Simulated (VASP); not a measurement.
# Os (Fm-3m) in VASP: notebook

Runs on Os. Level: PBE. Tasks: single point, relaxation of cell and atoms.

All numbers are computed with VASP 6.6.1; they aren't measurements. Logs are shortened: lines on timing, memory, paths and dates and some standing lists are left out, and cuts for length are marked.

## (1) The cell of the first run

It takes space group Fm-3m (No. 225, cubic). The conventional cell has a = 3.856 Å, b = 3.856 Å, c = 3.856 Å, α = 90.00°, β = 90.00°, γ = 90.00°. Within 3.6 Å of Os (site symmetry m-3m) lie 12 Os at 2.73 Å.

This isn't the form of Os at room conditions, which is hcp.

## (2) Single point, PBE

Contents of INCAR:

```
SYSTEM = Os
  ALGO = Fast
  EDIFF = 1E-6
  ENCUT = 520
  GGA = PE
  ISIF = 2
  ISMEAR = 0
  LASPH = .True.
  LCHARG = .False.
  LREAL = .False.
  LWAVE = .False.
  NBANDS = 10
  NELM = 100
  PREC = Accurate
  SIGMA = 0.1
```

Contents of KPOINTS:

```
k-points
0
Gamma
  8 8 8
  0 0 0
```

Contents of POSCAR:

```
Os
1.0
    0.0000000000      1.9278824569      1.9278824569
    1.9278824569      0.0000000000      1.9278824569
    1.9278824569      1.9278824569      0.0000000000
Os
1
Direct
    0.0000000000      0.0000000000      0.0000000000
```

Potentials or basis: VASP PAW PBE potentials, release 64 (Os).

The run is started by

```bash
$ cat potpaw_PBE.64/Os/POTCAR > POTCAR
$ mpirun -np 1 vasp_std > vasp.out
```

OUTCAR:

```text
SYSTEM = Os
   EDIFF = 1E-6
   ENCUT = 520
   GGA = PE
   ISIF = 2
   ISMEAR = 0
   LASPH = .True.
   LREAL = .False.
   NELM = 100
   PREC = Accurate

 ion  position               nearest neighbor table
   1  0.000  0.000  0.000-

  LATTYP: Found a face centered cubic cell.
 ALAT       =     3.8557649138

  Lattice vectors:

 A1 = (   0.0000000000,   1.9278824569,   1.9278824569)
 A2 = (   1.9278824569,   0.0000000000,   1.9278824569)
 A3 = (   1.9278824569,   1.9278824569,   0.0000000000)

Analysis of symmetry for initial positions (statically):
=====================================================================
 Subroutine PRICEL returns:
 Original cell was already a primitive cell.

 Routine SETGRP: Setting up the symmetry group for a
 face centered cubic supercell.

 Subroutine GETGRP returns: Found 48 space group operations
 (whereof 48 operations were pure point group operations)
 out of a pool of 48 trial point group operations.

The static configuration has the point symmetry O_h .

Analysis of symmetry for dynamics (positions and initial velocities):
=====================================================================
 Subroutine PRICEL returns:
 Original cell was already a primitive cell.

 Routine SETGRP: Setting up the symmetry group for a
 face centered cubic supercell.

 Subroutine GETGRP returns: Found 48 space group operations
 (whereof 48 operations were pure point group operations)
 out of a pool of 48 trial point group operations.

The dynamic configuration has the point symmetry O_h .

 Subroutine INISYM returns: Found 48 space group operations
 (whereof 48 operations are pure point group operations),
 and found     1 'primitive' translations

----------------------------------------------------------------------------------------

                                     Primitive cell

  volume of cell :      14.3308

  direct lattice vectors                    reciprocal lattice vectors
     0.000000000  1.927882457  1.927882457    -0.259351911  0.259351911  0.259351911
     1.927882457  0.000000000  1.927882457     0.259351911 -0.259351911  0.259351911
     1.927882457  1.927882457  0.000000000     0.259351911  0.259351911 -0.259351911

  length of vectors
     2.726437517  2.726437517  2.726437517     0.449210687  0.449210687  0.449210687

[... 80 lines left out ...]
   EDIFFG = 0.1E-04   stopping-criterion for IOM
   NSW    =      0    number of steps for IOM
   IBRION =     -1    ionic relax: 0-MD 1-quasi-New 2-CG
   NFREE  =      0    steps in history (QN), initial steepest desc. (CG)
   ISIF   =      2    stress and relaxation
   ISYM   =      2    0-nonsym 1-usesym 2-fastsym
   POTIM  = 0.5000    time-step for ionic-motion
   TEBEG  =    0.0;   TEEND  =   0.0 temperature during run
   PSTRESS=    0.0 pullay stress
   NELECT =       8.0000    total number of electrons
   NUPDOWN=      -1.0000    fix difference up-down
   EMIN   =  10.00;   EMAX   =-10.00  energy-range for DOS
   EFERMI =   0.00;   METHOD = LEGACY
   ISMEAR =     0;   SIGMA  =   0.10  broadening in eV -4-tet -1-fermi 0-gaus
   EFERMI_NEDOS =   21; number of points for ismear=-14 and -15
   IALGO  =     68    algorithm
   IMIX   =      4    mixing-type and parameters
     AMIX     =   0.40;   BMIX     =  1.00
     AMIX_MAG =   1.60;   BMIX_MAG =  1.00
  volume/ion in A,a.u.               =      14.33        96.71
  Fermi-wavevector in a.u.,A,eV,Ry     =   1.347972  2.547298 24.722182  1.817029
  Thomas-Fermi vector in A             =   2.475679
   LORBIT       =      0    0 simple, 1 ext, 2 COOP (PROOUT), +10 PAW based schemes
   GGA     = PE    functional components
   LHFCALC =     F    Hartree Fock is set to
   AEXX    =    0.0000 exact exchange contribution
   IVDW    =     0    specifies the selected vdW correction
   LEPSILON=     F    determine dielectric tensor
   LRPA    =     F    only Hartree local field effects (RPA)
 non-spin polarized calculation
 RMM-DIIS sequential band-by-band and
 Gauss-broadening in eV      SIGMA  =   0.10
  energy-cutoff  :      520.00
  volume of cell :       14.33
 maximum number of plane-waves:       396
   NGX = 11   NGY = 11   NGZ = 11

 number of electron       8.0000000 magnetization

 Free energy of the ion-electron system (eV)
  ---------------------------------------------------
  ext. energy  EPLUGINS =         0.00000000
  ---------------------------------------------------
  free energy    TOTEN  =       -11.12638414 eV

  energy without entropy =      -11.11829741  energy(sigma->0) =      -11.12234077

 E-fermi :   8.7887     XC(G=0): -13.9189

 val. band max:        8.7724562336   @ k =   0.5000   0.0000   0.0000
 cond. band min:       8.8255191693   @ k =  -0.2500   0.2500   0.0000
 fundamental gap:      0.0530629358
 Fermi energy:         8.7886659876

 k-point     1 :       0.0000    0.0000    0.0000
  band No.  band energies     occupation
      1      -1.6196      2.00000
      2       6.0889      2.00000
      3       6.0889      2.00000
      4       6.0889      2.00000
      5       9.0190      0.00113
      6       9.0190      0.00113
      7      23.2720      0.00000
      8      28.9261      0.00000
      9      28.9261      0.00000
     10      28.9261      0.00000
[... 287 lines left out ...]
 k-point    24 :      -0.3750    0.2500    0.1250
  band No.  band energies     occupation
      1       3.0683      2.00000
      2       4.4902      2.00000
      3       6.2366      2.00000
      4       7.4361      2.00000
      5      10.9723      0.00000
      6      15.2812      0.00000
      7      16.9040      0.00000
      8      25.3317      0.00000
      9      25.8734      0.00000
     10      29.2063      0.00000

 [... further k-points ...]

------------------------ aborting loop because EDIFF is reached ----------------------------------------

  FORCE on cell =-STRESS in cart. coord.  units (eV):
  Direction    XX          YY          ZZ          XY          YZ          ZX
  --------------------------------------------------------------------------------------
  -------------------------------------------------------------------------------------
  Total       -0.0103074     -0.0103074     -0.0103074      0.0000000      0.0000000      0.0000000
  in kB       -1.1523631     -1.1523631     -1.1523631      0.0000000      0.0000000      0.0000000
  external PRESSURE =      -1.1523631 kB  Pullay stress =       0.0000000 kB

 VOLUME and BASIS-vectors are now :
 -----------------------------------------------------------------------------
  energy-cutoff  :      520.00
  volume of cell :       14.33
      direct lattice vectors                 reciprocal lattice vectors
     0.000000000  1.927882457  1.927882457    -0.259351911  0.259351911  0.259351911
     1.927882457  0.000000000  1.927882457     0.259351911 -0.259351911  0.259351911
     1.927882457  1.927882457  0.000000000     0.259351911  0.259351911 -0.259351911

 POSITION                                       TOTAL-FORCE (eV/Angst)
 -----------------------------------------------------------------------------------
      0.00000      0.00000      0.00000         0.000000      0.000000      0.000000
 -----------------------------------------------------------------------------------
    total drift:                                0.000000      0.000000      0.000000

  FREE ENERGIE OF THE ION-ELECTRON SYSTEM (eV)
  ---------------------------------------------------
  free  energy   TOTEN  =       -11.1263841366 eV

  energy  without entropy=      -11.1182974077  energy(sigma->0) =      -11.12234077
```

OSZICAR:

```text
N       E                     dE             d eps       ncg     rms          rms(c)
DAV:   1     0.363021509100E+02    0.36302E+02   -0.41930E+03   596   0.741E+02
DAV:   2    -0.107471995540E+02   -0.47049E+02   -0.44084E+02   598   0.199E+02
DAV:   3    -0.118405701909E+02   -0.10934E+01   -0.10901E+01   682   0.291E+01
DAV:   4    -0.118431550277E+02   -0.25848E-02   -0.25847E-02   636   0.162E+00
DAV:   5    -0.118431636139E+02   -0.85863E-05   -0.85873E-05   630   0.839E-02    0.156E+01
RMM:   6    -0.112892377843E+02    0.55393E+00   -0.28113E-01   581   0.414E+00    0.659E+00
RMM:   7    -0.111297029825E+02    0.15953E+00   -0.29320E-01   586   0.368E+00    0.375E-01
RMM:   8    -0.111280862960E+02    0.16167E-02   -0.11118E-02   615   0.137E+00    0.608E-01
RMM:   9    -0.111266879341E+02    0.13984E-02   -0.14303E-03   633   0.307E-01    0.183E-01
RMM:  10    -0.111263856088E+02    0.30233E-03   -0.38861E-04   610   0.167E-01    0.821E-02
RMM:  11    -0.111263835997E+02    0.20090E-05   -0.23022E-05   652   0.596E-02    0.584E-02
RMM:  12    -0.111263848268E+02   -0.12270E-05   -0.53495E-06   613   0.179E-02    0.389E-02
RMM:  13    -0.111263841366E+02    0.69020E-06   -0.78144E-07   426   0.103E-02
   1 F= -.11126384E+02 E0= -.11122341E+02  d E =-.808673E-02
```

stdout:

```text
POSCAR found type information on POSCAR Os
 POSCAR found :  1 types and       1 ions
 scaLAPACK will be used
 LDA part: xc-table for (Slater+PW92), standard interpolation
 POSCAR, INCAR and KPOINTS ok, starting setup
 FFT: planning ... GRIDC
 FFT: planning ... GRID_SOFT
 FFT: planning ... GRID
 WAVECAR not read
 entering main loop
```

Run time: 8.9 s. Hardware: 1 thread of Intel Xeon 8259CL, shared host; peak memory 0.13 GiB.

Results:

```yaml
Free_energy: -11.1264 eV
Pressure: -0.1 GPa
Band_gap_on_the_k_mesh: zero (bands 4 and 5 overlap by 3.21 eV)
```

Levels at points of the mesh, in eV from the Fermi level:
```
           k point  band 1  band 2  band 3  band 4  band 5  band 6  band 7  band 8  band 9
(0.00, 0.00, 0.00)  -10.41   -2.70   -2.70   -2.70    0.23    0.23   14.48   20.14   20.14
(0.50, 0.00, 0.00)   -7.28   -2.86   -2.86   -0.02    2.56    2.56    8.91   14.00   20.35
(0.50, 0.50, 0.00)   -7.17   -6.45    2.51    2.51    3.23    3.23   12.11   12.33   12.33
```

Caveat: spin-orbit coupling is left out, which moves the levels of the heavy elements.

## (3) Relaxation of cell and atoms, PBE

Contents of INCAR:

```
  PREC = Accurate
  ENCUT = 600
  EDIFF = 1E-6
  ISMEAR = 0
  SIGMA = 0.1
  LREAL = F
  LASPH = T
  NELM = 80
  ALGO = Fast
  ISIF = 3
  LWAVE = F
  LCHARG = F
  GGA = PE
  IBRION = 2
  NSW = 90
  EDIFFG = -0.04
```

Contents of KPOINTS:

```
Automatic mesh
0
Gamma
  8 8 8
```

Contents of POSCAR:

```
Os
1.0
    0.0000000000      1.9288306508      1.9288306508
    1.9288306508      0.0000000000      1.9288306508
    1.9288306508      1.9288306508      0.0000000000
Os
1
Direct
    0.0000000000      0.0000000000      0.0000000000
```

Potentials or basis: VASP PAW PBE potentials, release 64 (Os).

The run is started by

```bash
$ cat potpaw_PBE.64/Os/POTCAR > POTCAR
$ mpirun -np 1 vasp_std > vasp.out
```

Run time: 18 s. Hardware: 1 thread of Intel Xeon 8259CL, shared host; peak memory 0.15 GiB.

Results (log left out):

```
Free energy                           : -11.1272 eV
Relaxed volume                        : 14.33 Å³/atom
Relaxed cell                          : a = 2.726 Å, b = 2.726 Å, c = 2.726 Å, α = 60.00°, β = 60.00°, γ = 60.00°
Space group after relaxing (to 0.1 Å) : Fm-3m (No. 225)
Energy gained by relaxing             : 0.0 meV/atom
Ionic steps                           : 3
Pressure after relaxing               : 0.0 GPa
Band gap on the k mesh                : zero (bands 4 and 5 overlap by 3.21 eV)
```

Final structure:
```
Os
1.0
     0.00000    1.92786    1.92786
     1.92786    0.00000    1.92786
     1.92786    1.92786    0.00000
Os
1
Direct
  0.00000 0.00000 0.00000
```

Levels at points of the mesh, in eV from the Fermi level:
```tsv
k point	band 1	band 2	band 3	band 4	band 5	band 6	band 7	band 8
(0.00, 0.00, 0.00)	-10.41	-2.70	-2.70	-2.70	0.23	0.23	14.48	20.14
(0.50, 0.00, 0.00)	-7.28	-2.86	-2.86	-0.02	2.56	2.56	8.91	14.00
(0.50, 0.50, 0.00)	-7.17	-6.46	2.51	2.51	3.23	3.23	12.11	12.33
```

Caveat: spin-orbit coupling is left out, which moves the levels of the heavy elements.

The gap in the log of VASP goes by the Fermi energy; the results here count the filled bands.